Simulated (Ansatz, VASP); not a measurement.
# TiN: VASP beside Ansatz

The input INCAR:

```
SYSTEM = TiN
PREC = Accurate
ENCUT = 600
EDIFF = 1E-7
ISMEAR = 0
SIGMA = 0.1
LREAL = .False.
LASPH = .True.
NELM = 120
ALGO = Normal
ISIF = 3
LWAVE = .False.
LCHARG = .False.
GGA = RE
IVDW = 12
IBRION = 2
NSW = 80
EDIFFG = -0.05
GGA_COMPAT = .False.
NELMIN = 4
```

The input KPOINTS:

```
regular mesh
0
Gamma
  11 11 11
  0 0 0
```

File POSCAR:

```
TiN
1.0
    0.0000000000      2.1190000000      2.1190000000
    2.1190000000      0.0000000000      2.1190000000
    2.1190000000      2.1190000000      0.0000000000
Ti N
1 1
Direct
    0.0000000000      0.0000000000      0.0000000000
    0.5000000000      0.5000000000      0.5000000000
```

Input for Ansatz:

```yaml
crystal:
  lattice:
    bravais: fcc
    a: 4.238
  space_group: 225
  atoms:
    - { symbol: Ti, position: [0.0, 0.0, 0.0] }
    - { symbol: "N", position: [0.5, 0.0, 0.0] }
  reduce_to_primitive: true
kpoints:
  mp_grid:
    grid: [11, 11, 11]
hamiltonian:
  xc: revpbe
  dispersion: d3bj
scf:
  convergence:
    dr2_threshold: 1.0e-08
  occupations:
    method: gaussian
    width: 0.1
relax:
  f_tol: 0.05
  cell: {}
```

Alike in both runs: task relaxation of cell and atoms; functional revPBE; dispersion D3(BJ); k mesh 11 × 11 × 11; occupations gaussian, width 0.1 eV; no spin polarisation.

|  | VASP | Ansatz |
| --- | --- | --- |
| version | VASP 6.6.1 | Ansatz 0.2.0 |
| potentials or method | VASP PAW PBE potentials, release 64 (Ti_sv, N) | plane waves, PAW |
| plane-wave cutoff (eV) | 600 | 420 |
| valence electrons in the cell | 17 | 17 |

```csv
,VASP,Ansatz,Ansatz less VASP
relaxed volume (Å³/atom),9.18,9.17,-0.017
relaxed length of the cell vector where the two differ most in proportion (Å),2.962,2.960,-0.0018
```

VASP's potentials were made for PBE, not for revPBE. Ansatz's warnings: stress scf threshold loose.
